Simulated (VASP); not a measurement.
Set up this calculation in VASP 6.6.1, as the native input.

```
Task                   : single point
Functional             : PBE
Potentials or basis    : VASP PAW PBE potentials, release 64 (Rb_sv, Br)
Cutoff                 : 500 eV
k mesh                 : 4 × 4 × 4
Occupations            : gaussian, width 0.01 eV
Spin                   : no spin polarisation
Dipole correction      : no
Further INCAR settings : ALGO = Normal; EDIFF = 1e-06; NBANDS = 15
```

The structure of RbBr lies in POSCAR:

```
RbBr
1.0
    0.0000000000      3.5175771634      3.5175771634
    3.5175771634      0.0000000000      3.5175771634
    3.5175771634      3.5175771634      0.0000000000
Rb Br
1 1
Direct
    0.0000000000      0.0000000000      0.0000000000
    0.5000000000      0.5000000000      0.5000000000
```

This cell differs from its parent crystal: volume changed by +5%.

These files were run (other wordings do the same):

INCAR

```
SYSTEM = RbBr
PREC     = Accurate       ! precision mode
ENCUT    = 500            ! plane-wave cutoff, eV
EDIFF    = 1E-6           ! SCF threshold, eV
ISMEAR   = 0              ! smearing method
SIGMA    = 0.01           ! smearing width, eV
LREAL    = .False.        ! projectors in reciprocal space
LASPH    = .True.         ! aspherical terms in the spheres
NELM     = 120            ! most SCF steps
ALGO     = Normal         ! electronic algorithm
ISIF     = 2              ! what is computed and relaxed
LWAVE    = .False.        ! write WAVECAR
LCHARG   = .False.        ! write CHGCAR
GGA      = PE             ! functional
NBANDS   = 15             ! bands
GGA_COMPAT= .False.
```

KPOINTS

```
Automatic mesh
0
Gamma
  4 4 4
  0 0 0
```

Potentials or basis: VASP PAW PBE potentials, release 64 (Rb_sv, Br).

Command:

```console
$ cat potpaw_PBE.64/Rb_sv/POTCAR potpaw_PBE.64/Br/POTCAR > POTCAR
$ mpirun -np 1 vasp_std > vasp.out
```

It gave:

```yaml
Pressure: -0.1 GPa
Band_gap_on_the_k_mesh: 4.17 eV, direct
```

It took 5.9 s on 1 thread of Intel(R) Xeon(R) 6975P-C (Granite Rapids), with other jobs on the host, peak memory 0.2 GiB.
